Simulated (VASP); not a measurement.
Write the native input for VASP 6.6.1 that does the following.

```yaml
Task: single point
Functional: PBE
Potentials_or_basis: VASP PAW PBE potentials, release 64 (Sn_d, P)
Cutoff: 520 eV
k_mesh: 4 × 4 × 4
Occupations: gaussian, width 0.1 eV
Spin: no spin polarisation
Dipole_correction: no
Further_INCAR_settings: ALGO = Normal; EDIFF = 1e-07; NBANDS = 40
```

The structure of Sn3P4 lies in POSCAR:

```
Sn3P4
1.0
    5.4520561056      0.0000000000      0.0000000000
    0.0000000000      5.4520561056      0.0000000000
    0.0000000000      0.0000000000      5.4520561056
Sn P
3 4
Direct
    0.5000000000      0.0000000000      0.0000000000
    0.0000000000      0.5000000000      0.0000000000
    0.0000000000      0.0000000000      0.5000000000
    0.0000000000      0.5000000000      0.5000000000
    0.5000000000      0.0000000000      0.5000000000
    0.5000000000      0.5000000000      0.0000000000
    0.0000000000      0.0000000000      0.0000000000
```

This cell differs from its parent crystal: atoms taken out.

The input as run:

INCAR

```
  PREC = Accurate
  ENCUT = 520
  EDIFF = 1E-7
  ISMEAR = 0
  SIGMA = 0.1
  LREAL = False
  LASPH = True
  NELM = 80
  ALGO = Normal
  ISIF = 2
  LWAVE = False
  LCHARG = True
  GGA = PE
  LELF = True
  LVHAR = True
  NBANDS = 40
```

KPOINTS

```
regular mesh
0
Gamma
  4 4 4
```

Potentials or basis: VASP PAW PBE potentials, release 64 (Sn_d, P).

Command:

```console
$ cat potpaw_PBE.64/Sn_d/POTCAR potpaw_PBE.64/P/POTCAR > POTCAR
$ mpirun -np 1 vasp_std > vasp.out
```

Results of the run:

* Pressure: 0.0 GPa
* Band gap on the k mesh: zero (bands 31 and 32 overlap by 1.02 eV)

Caveat: the cell differs from its parent crystal (atoms taken out); spin-orbit coupling is left out, which moves the levels of the heavy elements.

Run time: 36 s on 1 thread of AMD EPYC 9R45 96-Core Processor (Zen 5), with other jobs on the host, peak memory 0.24 GiB.
